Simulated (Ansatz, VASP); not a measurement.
# Two plane-wave programs on Si4Ru

```xyz
5
Lattice="-2.7583 2.7583 2.7583 2.7583 -2.7583 2.7583 2.7583 2.7583 -2.7583" Properties=species:S:1:pos:R:3 pbc="T T T"
Si    1.3792    1.3792   -1.3792
Si    1.3792   -1.3792    1.3792
Si   -1.3792    1.3792    1.3792
Si    1.3792    1.3792    1.3792
Ru    0.0000    0.0000    0.0000
```

Change from the starting cell: species swapped into the CrGa4 type (Im-3m, No. 229).

Alike in both runs: functional PBE; k mesh 4 × 4 × 4; occupations gaussian, width 0.1 eV; no spin polarisation.

Ansatz relaxed the structure, and its values are those at the end. VASP's run is a single point on that final structure, the one shown.

|  | VASP | Ansatz |
| --- | --- | --- |
| version | VASP 6.6.1 | Ansatz 0.2.0 |
| potentials or method | VASP PAW PBE potentials, release 64 (Si, Ru_pv), cutoff 520 eV | scalar-relativistic, plane waves, PAW |
| valence electrons in the cell | 30 | 32 |

```csv
,VASP,Ansatz,Ansatz less VASP
gap on the k mesh at the Fermi level (eV),none,none,-
pressure (GPa),0.1,0.1,+0.01
```

A gap of «none» marks a metal or a gap that the smearing closes. The functional is the same, so the differences come from potentials, cutoffs and numerics. VASP's potentials hold 30 valence electrons a cell and Ansatz's 32, so a difference there can come from the potentials and not from the codes.

The k mesh is coarse, so the values compare programs but aren't converged.
